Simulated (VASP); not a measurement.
Set up this calculation in VASP 6.6.1, as the native input.

- Task: single point
- Functional: PBEsol
- Potentials or basis: VASP PAW PBE potentials, release 64 (Al, Ru_pv)
- Cutoff: 520 eV
- k mesh: 12 × 12 × 4
- Occupations: gaussian, width 0.1 eV
- Spin: no spin polarisation
- Dipole correction: no
- Further INCAR settings: ALGO = Fast; EDIFF = 1e-07; NBANDS = 29

The structure of Al2Ru lies in POSCAR:

```
Al2Ru
1.0
    3.1213577630      0.0000000000      0.0000000000
    0.0000000000      3.1213577630      0.0000000000
    0.0000000000      0.0000000000      8.4231041537
Al Ru
4 2
Direct
    0.5000000000      0.5000000000      0.1590760825
    0.0000000000      0.0000000000      0.3409239175
    0.0000000000      0.0000000000      0.6590760825
    0.5000000000      0.5000000000      0.8409239175
    0.0000000000      0.0000000000      0.0000000000
    0.5000000000      0.5000000000      0.5000000000
```

One way to write it, as run:

INCAR

```
SYSTEM = Al2Ru
PREC = Accurate
ENCUT = 520
EDIFF = 1E-7
ISMEAR = 0
SIGMA = 0.1
LREAL = .False.
LASPH = .True.
NELM = 80
ALGO = Fast
ISIF = 2
LWAVE = .False.
LCHARG = .False.
GGA = PS
NBANDS = 29
```

KPOINTS

```
Automatic mesh
0
Gamma
  12 12 4
  0 0 0
```

Potentials or basis: VASP PAW PBE potentials, release 64 (Al, Ru_pv).

Launch:

```console
$ cat potpaw_PBE.64/Al/POTCAR potpaw_PBE.64/Ru_pv/POTCAR > POTCAR
$ mpirun -np 1 vasp_std > vasp.out
```

Results of the run:

```yaml
Pressure: 0.1 GPa
Band_gap_on_the_k_mesh: zero (bands 20 and 21 overlap by 0.16 eV)
```

Caveat: the PAW data sets were made with another functional, which shifts forces and pressure a little.

Wall time 4.9 min on 1 thread of Intel Xeon 8259CL, on a shared host, peak memory 0.3 GiB.
